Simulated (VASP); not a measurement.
# Cs: single point with PBE

The system is Cs.

```
CELL_PARAMETERS angstrom
2.98138 -4.27939 0.11490
3.00901 4.29861 -0.01089
-2.47859 -0.07219 4.45791
ATOMIC_POSITIONS crystal
Cs 0.00954 0.00592 0.50813
```

This cell differs from its parent crystal: the cell strained at random.

```yaml
Program: VASP 6.6.1
Task: single point
Functional: PBE
Potentials_or_basis: VASP PAW PBE potentials, release 64 (Cs_sv)
Cutoff: 520 eV
k_mesh: 6 × 6 × 6
Occupations: fermi-dirac, width 0.05 eV
Spin: no spin polarisation
Dipole_correction: no
Further_INCAR_settings: ALGO = Normal; EDIFF = 1e-07; NBANDS = 10
```

| Quantity | Value |
| --- | --- |
| Pressure | 0.0 GPa |

Stress tensor (GPa, compression positive):
```
 0.05  0.00 -0.09
 0.00  0.06  0.01
-0.09  0.01  0.00
```

Levels at points of the mesh, in eV from the Fermi level:
```
           k point  band 2  band 3  band 4  band 5  band 6  band 7
(0.00, 0.00, 0.00)  -10.64  -10.62  -10.62   -1.68    2.13    2.31
(0.50, 0.00, 0.00)  -10.76  -10.65  -10.62   -0.07    0.70    1.62
(0.00, 0.50, 0.00)  -10.76  -10.65  -10.62   -0.05    0.72    1.52
(0.50, 0.50, 0.00)  -10.77  -10.68  -10.62    0.06    0.91    1.67
(0.00, 0.00, 0.50)  -10.77  -10.65  -10.62   -0.05    0.71    1.76
(0.50, 0.00, 0.50)  -10.78  -10.70  -10.63    0.17    1.15    1.47
(0.00, 0.50, 0.50)  -10.78  -10.69  -10.63    0.13    1.06    1.58
(0.50, 0.50, 0.50)  -10.75  -10.74  -10.69    0.59    0.71    2.77
```

Wall time 90 s on 1 thread of Oxide Virtual Turin-like Processor (shared host), peak memory 0.27 GiB.

Caveat: the cell differs from its parent crystal (the cell strained at random); spin-orbit coupling is left out, which moves the levels of the heavy elements.
